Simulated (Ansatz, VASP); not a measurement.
Two plane-wave programs on HfC

```xyz
4
Lattice="3.7436 0.0000 0.0000 -1.8718 3.2420 0.0000 0.0000 0.0000 6.1437" Properties=species:S:1:pos:R:3 pbc="T T T"
Hf    0.0000    2.1613    3.0693
Hf    1.8718    1.0807    6.1411
C     0.0000    2.1613    5.3783
C     1.8718    1.0807    2.3065
```

Alike in both runs: task single point; functional PBE; k mesh 6 × 6 × 4; occupations gaussian, width 0.1 eV; no spin polarisation.

|  | VASP | Ansatz |
| --- | --- | --- |
| version | VASP 6.6.1 | Ansatz 0.2.0 |
| potentials or method | VASP PAW PBE potentials, release 64 (Hf_pv, C), cutoff 520 eV | scalar-relativistic, plane waves, PAW |
| valence electrons in the cell | 28 | 60 |

|  | VASP | Ansatz | Ansatz less VASP |
| --- | --- | --- | --- |
| gap on the k mesh at the Fermi level (eV) | 1.04 | 1.04 | +0.003 |
| least direct gap on the mesh (eV) | 1.34 | 1.34 | +0.001 |
| pressure (GPa) | -19.3 | -18.8 | +0.52 |
| traceless stress, the component that is largest in VASP (GPa) | -4.35 | -4.33 | +0.016 |
| rms of the force components (eV/Å) | 0.176 | 0.174 | -0.0018 |

Atom by atom the forces differ by 0.002 eV/Å (rms over components). With one functional, cell and mesh, what is left measures potentials, basis and numerics. VASP's potentials hold 28 valence electrons a cell and Ansatz's 60, so a difference there can come from the potentials and not from the codes.

Spin-orbit coupling is off throughout.
